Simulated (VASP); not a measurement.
# I2 in VASP: single point with r2SCAN

Aim: the single point of I2 with r2SCAN.

Everything below comes from runs of VASP 6.6.1. Logs are shortened: lines on timing, memory, paths and dates and some standing lists are left out, and cuts for length are marked.

## Step 1: The cell of the first run

The cell holds a molecule in a box, 2 atoms: a = 12.000 Å, b = 12.300 Å, c = 12.600 Å, α = 90.00°, β = 90.00°, γ = 90.00°.

## Step 2: Single point, r2SCAN

Contents of POSCAR:

```
I
1.0
   12.0000000000      0.0000000000      0.0000000000
    0.0000000000     12.3000000000      0.0000000000
    0.0000000000      0.0000000000     12.6000000000
I
2
Direct
    0.5000000000      0.5000000000      0.3940549077
    0.5000000000      0.5000000000      0.6059450923
```

Contents of INCAR.step1:

```
PREC     = Accurate       # precision mode
ENCUT    = 520            # plane-wave cutoff, eV
ISMEAR   = -1             # smearing method
SIGMA    = 0.01           # smearing width, eV
LREAL    = F              # projectors in reciprocal space
LASPH    = T              # aspherical terms in the spheres
NELM     = 80             # most SCF steps
NBANDS   = 14             # bands
GGA      = PE             # functional
ALGO     = Normal         # electronic algorithm
EDIFF    = 1E-4           # SCF threshold, eV
LWAVE    = T              # write WAVECAR
LCHARG   = F              # write CHGCAR
```

Contents of INCAR.step2:

```
PREC     = Accurate       # precision mode
ENCUT    = 520            # plane-wave cutoff, eV
EDIFF    = 1E-7           # SCF threshold, eV
ISMEAR   = -1             # smearing method
SIGMA    = 0.01           # smearing width, eV
LREAL    = F              # projectors in reciprocal space
LASPH    = T              # aspherical terms in the spheres
NELM     = 80             # most SCF steps
ALGO     = Normal         # electronic algorithm
ISIF     = 2              # what is computed and relaxed
LWAVE    = F              # write WAVECAR
LCHARG   = F              # write CHGCAR
METAGGA  = R2SCAN         # meta-GGA
LMIXTAU  = T            
NBANDS   = 14             # bands
ISTART   = 1
```

Contents of KPOINTS:

```
Automatic mesh
0
Gamma
  1 1 1
```

Potentials or basis: VASP PAW PBE potentials, release 64 (I).

Started as:

```console
> cat potpaw_PBE.64/I/POTCAR > POTCAR
> cp INCAR.step1 INCAR
> mpirun -np 1 vasp_gam > vasp.out
> cp INCAR.step2 INCAR
> mpirun -np 1 vasp_gam > vasp.out
```

OUTCAR:

```text
PREC = Accurate
   ENCUT = 520
   EDIFF = 1E-7
   ISMEAR = -1
   LREAL = F
   LASPH = T
   NELM = 80
   ISIF = 2
   METAGGA = R2SCAN
   ISTART = 1

 ion  position               nearest neighbor table
   1  0.500  0.500  0.394-   2 2.67
   2  0.500  0.500  0.606-   1 2.67

  LATTYP: Found a simple orthorhombic cell.
 ALAT       =    12.0000000000
 B/A-ratio  =     1.0250000000
 C/A-ratio  =     1.0500000000

  Lattice vectors:

 A1 = (  12.0000000000,   0.0000000000,   0.0000000000)
 A2 = (   0.0000000000,  12.3000000000,   0.0000000000)
 A3 = (   0.0000000000,   0.0000000000,  12.6000000000)

Analysis of symmetry for initial positions (statically):
=====================================================================
 Subroutine PRICEL returns:
 Original cell was already a primitive cell.

 Routine SETGRP: Setting up the symmetry group for a
 simple orthorhombic supercell.

 Subroutine GETGRP returns: Found  8 space group operations
 (whereof  8 operations were pure point group operations)
 out of a pool of  8 trial point group operations.

The static configuration has the point symmetry D_2h.

Analysis of symmetry for dynamics (positions and initial velocities):
=====================================================================
 Subroutine PRICEL returns:
 Original cell was already a primitive cell.

 Routine SETGRP: Setting up the symmetry group for a
 simple orthorhombic supercell.

 Subroutine GETGRP returns: Found  8 space group operations
 (whereof  8 operations were pure point group operations)
 out of a pool of  8 trial point group operations.

The dynamic configuration has the point symmetry D_2h.

 Subroutine INISYM returns: Found  8 space group operations
 (whereof  8 operations are pure point group operations),
 and found     1 'primitive' translations

----------------------------------------------------------------------------------------

                                     Primitive cell

  volume of cell :    1859.7600

  direct lattice vectors                    reciprocal lattice vectors
    12.000000000  0.000000000  0.000000000     0.083333333  0.000000000  0.000000000
     0.000000000 12.300000000  0.000000000     0.000000000  0.081300813  0.000000000
     0.000000000  0.000000000 12.600000000     0.000000000  0.000000000  0.079365079

  length of vectors
    12.000000000 12.300000000 12.600000000     0.083333333  0.081300813  0.079365079

  position of ions in fractional coordinates (direct lattice)
     0.500000000  0.500000000  0.394054908
     0.500000000  0.500000000  0.605945092

  ion indices of the primitive-cell ions
   primitive index   ion index
                 1           1
                 2           2

----------------------------------------------------------------------------------------

 KPOINTS: Automatic mesh

Automatic generation of k-mesh.
 Grid dimensions read from file:
 generate k-points for:    1    1    1

 Generating k-lattice:

  Cartesian coordinates                     Fractional coordinates (reciprocal lattice)
     0.083333333  0.000000000  0.000000000     1.000000000  0.000000000  0.000000000
     0.000000000  0.081300813  0.000000000     0.000000000  1.000000000  0.000000000
     0.000000000  0.000000000  0.079365079     0.000000000  0.000000000  1.000000000

  Length of vectors
     0.083333333  0.081300813  0.079365079

  Shift w.r.t. Gamma in fractional coordinates (k-lattice)
     0.000000000  0.000000000  0.000000000

 Subroutine IBZKPT returns following result:
 ===========================================

 Found      1 irreducible k-points:

 Following reciprocal coordinates:
            Coordinates               Weight
  0.000000  0.000000  0.000000      1.000000
   k-points           NKPTS =      1   k-points in BZ     NKDIM =      1   number of bands    NBANDS=     14
   number of dos      NEDOS =    301   number of ions     NIONS =      2
   total plane-waves  NPLWV = 829440
   dimension x,y,z NGX =    90 NGY =   96 NGZ =   96
   dimension x,y,z NGXF=   180 NGYF=  192 NGZF=  192
   ions per type =               2
   NGX,Y,Z   is equivalent  to a cutoff of  12.47, 12.98, 12.67 a.u.
   NGXF,Y,Z  is equivalent  to a cutoff of  24.94, 25.95, 25.33 a.u.
 SYSTEM =  unknown system
   PREC   = accura    normal or accurate (medium, high low for compatibility)
   ISTART =      1    job   : 0-new  1-cont  2-samecut
   ICHARG =      0    charge: 1-file 2-atom 10-const
   ISPIN  =      1    spin polarized calculation?
   LNONCOLLINEAR =      F non collinear calculations
   LSORBIT =      F    spin-orbit coupling
   LASPH  =      T    aspherical Exc in radial PAW
   ENCUT  =  520.0 eV  38.22 Ry    6.18 a.u.  22.31 22.87 23.43*2*pi/ulx,y,z
   NELM   =     80;   NELMIN=  2; NELMDL=  0     # of ELM steps
   EDIFF  = 0.1E-06   stopping-criterion for ELM
   LREAL  =      F    real-space projection
   EDIFFG = 0.1E-05   stopping-criterion for IOM
   NSW    =      0    number of steps for IOM
   IBRION =     -1    ionic relax: 0-MD 1-quasi-New 2-CG
   NFREE  =      0    steps in history (QN), initial steepest desc. (CG)
   ISIF   =      2    stress and relaxation
   ISYM   =      2    0-nonsym 1-usesym 2-fastsym
   POTIM  = 0.5000    time-step for ionic-motion
   TEBEG  =    0.0;   TEEND  =   0.0 temperature during run
   PSTRESS=    0.0 pullay stress
   NELECT =      14.0000    total number of electrons
   NUPDOWN=      -1.0000    fix difference up-down
   EMIN   =  10.00;   EMAX   =-10.00  energy-range for DOS
   EFERMI =   0.00;   METHOD = LEGACY
   ISMEAR =    -1;   SIGMA  =   0.01  broadening in eV -4-tet -1-fermi 0-gaus
   EFERMI_NEDOS =   21; number of points for ismear=-14 and -15
   IALGO  =     38    algorithm
   IMIX   =      4    mixing-type and parameters
     AMIX     =   0.40;   BMIX     =  1.00
     AMIX_MAG =   1.60;   BMIX_MAG =  1.00
  volume/ion in A,a.u.               =     929.88      6275.14
  Fermi-wavevector in a.u.,A,eV,Ry     =   0.320847  0.606314  1.400625  0.102943
  Thomas-Fermi vector in A             =   1.207823
   LORBIT       =      0    0 simple, 1 ext, 2 COOP (PROOUT), +10 PAW based schemes
   METAGGA = R2SCAN    functional components
   LHFCALC =     F    Hartree Fock is set to
   AEXX    =    0.0000 exact exchange contribution
   IVDW    =     0    specifies the selected vdW correction
   LEPSILON=     F    determine dielectric tensor
   LRPA    =     F    only Hartree local field effects (RPA)
 non-spin polarized calculation
  energy-cutoff  :      520.00
  volume of cell :     1859.76
 maximum number of plane-waves:     25042
 NGX is ok and might be reduce to    90
   NGX = 45   NGY = 45   NGZ = 47

 number of electron      14.0000003 magnetization

 Free energy of the ion-electron system (eV)
  ---------------------------------------------------
  ext. energy  EPLUGINS =         0.00000000
  ---------------------------------------------------
  free energy    TOTEN  =       -48.64341158 eV

  energy without entropy =      -48.64341158  energy(sigma->0) =      -48.64341158

 E-fermi :  -5.8463     XC(G=0):  -0.5992

 val. band max:       -6.1509774432   @ k =   0.0000   0.0000   0.0000
 cond. band min:      -3.9971912830   @ k =   0.0000   0.0000   0.0000
 fundamental gap:      2.1537861602
 Fermi energy:        -5.8462729116

 k-point     1 :       0.0000    0.0000    0.0000
  band No.  band energies     occupation
      1     -19.2022      2.00000
      2     -16.8170      2.00000
      3      -9.6060      2.00000
      4      -7.8471      2.00000
      5      -7.8470      2.00000
      6      -6.1510      2.00000
      7      -6.1510      2.00000
      8      -3.9972      0.00000
      9       0.1178      0.00000
     10       0.9208      0.00000
     11       1.1697      0.00000
     12       1.1713      0.00000
     13       1.2052      0.00000
     14       1.2161      0.00000

------------------------ aborting loop because EDIFF is reached ----------------------------------------

  FORCE on cell =-STRESS in cart. coord.  units (eV):
  Direction    XX          YY          ZZ          XY          YZ          ZX
  --------------------------------------------------------------------------------------
  -------------------------------------------------------------------------------------
  Total        0.0028965      0.0034015     -0.0617100      0.0000000      0.0000000      0.0000000
  in kB        0.0024953      0.0029304     -0.0531629      0.0000000      0.0000000      0.0000000
  external PRESSURE =      -0.0159124 kB  Pullay stress =       0.0000000 kB

 VOLUME and BASIS-vectors are now :
 -----------------------------------------------------------------------------
  energy-cutoff  :      520.00
  volume of cell :     1859.76
      direct lattice vectors                 reciprocal lattice vectors
    12.000000000  0.000000000  0.000000000     0.083333333  0.000000000  0.000000000
     0.000000000 12.300000000  0.000000000     0.000000000  0.081300813  0.000000000
     0.000000000  0.000000000 12.600000000     0.000000000  0.000000000  0.079365079

 POSITION                                       TOTAL-FORCE (eV/Angst)
 -----------------------------------------------------------------------------------
      6.00000      6.15000      4.96509        -0.000000      0.000000      0.023212
      6.00000      6.15000      7.63491         0.000000      0.000000     -0.023212
 -----------------------------------------------------------------------------------
    total drift:                                0.000000     -0.000000     -0.000000

  FREE ENERGIE OF THE ION-ELECTRON SYSTEM (eV)
  ---------------------------------------------------
  free  energy   TOTEN  =       -48.6434115778 eV

  energy  without entropy=      -48.6434115778  energy(sigma->0) =      -48.64341158
```

Wall time 9.6 min (1 thread of Intel Xeon Platinum 8259CL at 2.50GHz (Skylake/Cascade Lake), shared host); peak memory 1.6 GiB.

Results:

```yaml
Free_energy: -48.6434 eV
Largest_force: 0.023 eV/Å
Gap_between_the_frontier_levels: 2.15 eV
```

Forces in eV/Å, atoms in the order of the input:
```
I    0.000  0.000  0.023
I    0.000  0.000 -0.023
```

Levels at points of the mesh, in eV from the valence-band top:
```csv
k point,band 5,band 6,band 7,band 8,band 9,band 10
"(0.00, 0.00, 0.00)",-1.70,0.00,0.00,2.15,6.27,7.07
```

Caveat: the PAW data sets were made with another functional, which shifts forces and pressure a little; spin-orbit coupling is left out, which moves the levels of the heavy elements.
